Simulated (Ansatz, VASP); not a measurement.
# One calculation of Sr, two programs

The input INCAR:

```
ALGO     = Fast           # electronic algorithm
EDIFF    = 1E-6           # SCF threshold, eV
ENCUT    = 520            # plane-wave cutoff, eV
GGA      = CA             # functional
ISIF     = 2              # what is computed and relaxed
ISMEAR   = 0              # smearing method
LASPH    = T              # aspherical terms in the spheres
LCHARG   = T              # write CHGCAR
LELF     = T              # ELF
LREAL    = F              # projectors in reciprocal space
LVHAR    = T            
LWAVE    = F              # write WAVECAR
NBANDS   = 11             # bands
NELM     = 80             # most SCF steps
PREC     = Accurate       # precision mode
SIGMA    = 0.15           # smearing width, eV
```

KPOINTS

```
k-points
0
Gamma
  14 14 14
```

The input POSCAR:

```
Sr
1.0
   -2.3522500000      2.3522500000      2.4250000000
    2.3522500000     -2.3522500000      2.4250000000
    2.3522500000      2.3522500000     -2.4250000000
Sr
1
Direct
    0.0000000000      0.0000000000      0.0000000000
```

Input for Ansatz:

```yaml
crystal:
  lattice:
    - [-2.35225, 2.35225, 2.425]
    - [2.35225, -2.35225, 2.425]
    - [2.35225, 2.35225, -2.425]
  atoms:
    - { symbol: Sr, position: [0.0, 0.0, 0.0] }
basis:
  ecutwfc: 420
kpoints:
  mp_grid: { grid: [14, 14, 14] }
hamiltonian:
  xc: lda
scf:
  occupations: { method: gaussian, width: 0.15 }
output:
  forces: true
  stress: true
  eigenvalues: true
```

Change from the starting cell: strain -0.030 along x and y, +0.000 along z, atoms carried along.

Alike in both runs: task single point; functional LDA; k mesh 14 × 14 × 14; occupations gaussian, width 0.15 eV; no spin polarisation.

```csv
,VASP,Ansatz
version,VASP 6.6.1,Ansatz 0.2.0
potentials or method,"VASP PAW LDA potentials, release 64 (Sr_sv), cutoff 520 eV","scalar-relativistic, plane waves, PAW"
valence electrons in the cell,10,10
```

|  | VASP | Ansatz | Ansatz less VASP |
| --- | --- | --- | --- |
| gap on the k mesh at the Fermi level (eV) | none | none | - |
| pressure (GPa) | -1.3 | -1.3 | +0.01 |

LDA's correlation is that of Perdew and Zunger in VASP and of Perdew and Wang (1992) in Ansatz. A gap of «none» marks a metal or a gap that the smearing closes.
